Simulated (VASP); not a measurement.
## CaB2: single point with PBEsol

Crystal: CaB2.

```xyz
3
Lattice="3.2087 0.0000 0.0000 -1.6043 2.7788 0.0000 0.0000 0.0000 3.6790" Properties=species:S:1:pos:R:3 pbc="T T T"
Ca    0.0000    0.0000    0.0000
B     0.0000    1.8525    1.8395
B     1.6043    0.9263    1.8395
```

This cell differs from its parent crystal: strained.

```json
{"Program": "VASP 6.6.1", "Task": "single point", "Functional": "PBEsol", "Potentials or basis": "VASP PAW PBE potentials, release 64 (Ca_sv, B)", "Cutoff": "520 eV", "k mesh": "15 × 15 × 10", "Occupations": "gaussian, width 0.1 eV", "Spin": "no spin polarisation"}
```

* Pressure: 12.8 GPa
* Band gap on the k mesh: zero (bands 8 and 9 overlap by 1.30 eV)

Stress tensor (GPa, compression positive):
```
 4.86  0.00  0.00
 0.00  4.86  0.00
 0.00  0.00 28.83
```

Levels at points of the mesh, in eV from the Fermi level:
| k point | band 5 | band 6 | band 7 | band 8 | band 9 | band 10 | band 11 | band 12 |
| --- | --- | --- | --- | --- | --- | --- | --- | --- |
| (0.00, 0.00, 0.00) | -10.46 | -0.83 | 0.05 | 0.05 | 1.11 | 6.79 | 6.79 | 6.82 |
| (0.00, 0.00, 0.50) | -8.81 | -4.54 | 0.91 | 0.91 | 3.94 | 3.94 | 4.65 | 4.65 |

Run time: 49 s on 1 thread of Intel(R) Xeon(R) Platinum 8488C (Sapphire Rapids) (shared host), peak memory 0.2 GiB.

Caveat: the cell differs from its parent crystal (strained); the stress differs along the axes, from 5 to 29 GPa; the PAW data sets were made with another functional, which shifts forces and pressure a little.
